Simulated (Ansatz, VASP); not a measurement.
This is a calculation of Bi for Ansatz 0.2.0.

File input.yaml:

```yaml
crystal:
  lattice:
    - [4.563315864, 0.0, 0.0]
    - [0.0, 4.4339873756, 0.0]
    - [-0.3389107918, 0.0, 6.3790138673]
  atoms:
    - { symbol: Bi, position: [0.25137492, 0.25, 0.74873338] }
    - { symbol: Bi, position: [0.74862508, 0.75, 0.25126662] }
    - { symbol: Bi, position: [0.24988769, 0.25, 0.24888033] }
    - { symbol: Bi, position: [0.75011231, 0.75, 0.75111967] }
hamiltonian:
  xc: pbesol
  pseudopotentials: { kind: paw }
kpoints:
  mp_grid: { grid: [6, 6, 4] }
scf:
  occupations: { method: fermi_dirac, width: 0.05 }
output:
  forces: true
  stress: true
  eigenvalues: true
```

Potentials or basis: Ansatz PAW.

The run is started by

```bash
$ ansatz run input.yaml --threads 1 --pin off --max-ram 3584MiB --backend cpu --events-out ev --progress --plain --runs-dir out
```

Set up the same calculation for VASP 6.6.1. Potentials there: VASP PAW PBE potentials, release 64 (Bi_d).

As run (the cutoff follows the program's own potentials):

The input INCAR:

```
PREC = Accurate ; ENCUT = 520
EDIFF = 1E-6 ; ISMEAR = -1
SIGMA = 0.05 ; LREAL = F
LASPH = T ; NELM = 60
ALGO = Fast ; ISIF = 2
LWAVE = F ; LCHARG = F
GGA = PS ; NBANDS = 38
```

KPOINTS

```
Automatic mesh
0
Gamma
  6 6 4
```

POSCAR

```
Bi
1.0
    4.5633158640      0.0000000000      0.0000000000
    0.0000000000      4.4339873756      0.0000000000
   -0.3389107918      0.0000000000      6.3790138673
Bi
4
Direct
    0.2513749200      0.2500000000      0.7487333800
    0.7486250800      0.7500000000      0.2512666200
    0.2498876900      0.2500000000      0.2488803300
    0.7501123100      0.7500000000      0.7511196700
```

Potentials or basis: VASP PAW PBE potentials, release 64 (Bi_d).

Run with:

```bash
$ cat potpaw_PBE.64/Bi_d/POTCAR > POTCAR
$ mpirun -np 1 vasp_std > vasp.out
```

Both were run:

|  | VASP | Ansatz | Ansatz less VASP |
| --- | --- | --- | --- |
| gap on the k mesh at the Fermi level (eV) | none | none | - |
| pressure (GPa) | 1.9 | 2.0 | +0.10 |
| traceless stress, the component that is largest in VASP (GPa) | 0.91 | 0.91 | -0.002 |
| rms of the force components (eV/Å) | 0.005 | 0.005 | -0.0001 |

VASP's potentials were made for PBE, not for PBEsol. Atom by atom the forces differ by 0.000 eV/Å (rms over components). A gap of «none» marks a metal or a gap that the smearing closes.

Spin-orbit coupling is off throughout.
